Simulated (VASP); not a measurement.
Al3BN2, 6 atoms in the cell. It takes space group Cmmm (No. 65, orthorhombic). The conventional cell has a = 5.307 Å, b = 5.318 Å, c = 5.457 Å, α = 90.00°, β = 90.00°, γ = 90.00°. Within 3.5 Å of Al (site symmetry mmm) lie 4 B at 2.65 to 2.66 Å and 4 N at 3.03 Å and 4 Al at 3.05 Å. Al (site symmetry 2mm) has 4 N at 1.88 Å within 2.5 Å. B (site symmetry mmm) has 8 Al at 2.65 to 3.02 Å and 4 N at 3.05 Å within 3.5 Å. N (site symmetry m2m) has 4 Al at 1.88 Å within 2.5 Å. The cell was built from a structure type or drawn by symmetry, and may not be a known phase.

* Program: VASP 6.6.1
* Task: single point
* Functional: PBE
* Potentials or basis: VASP PAW PBE potentials, release 64 (Al, B, N)
* Cutoff: 520 eV
* k mesh: 10 × 10 × 10
* Occupations: gaussian, width 0.1 eV
* Spin: no spin polarisation
* Dipole correction: no
* Further INCAR settings: ALGO = Normal; EDIFF = 1e-06; NBANDS = 20

Potentials or basis: VASP PAW PBE potentials, release 64 (Al, B, N).

The run is started by

```console
$ cat potpaw_PBE.64/Al/POTCAR potpaw_PBE.64/B/POTCAR potpaw_PBE.64/N/POTCAR > POTCAR
$ mpirun -np 1 vasp_std > vasp.out
```

Hardware: 1 thread of Intel(R) Xeon(R) 6975P-C (Granite Rapids) (shared host).

Q: How long does it take, and how much memory?

A: Run time: 100 s on 1 thread of Intel(R) Xeon(R) 6975P-C (Granite Rapids), with other jobs on the host, peak memory 0.36 GiB. Counts: scf iterations 14, k points 186.
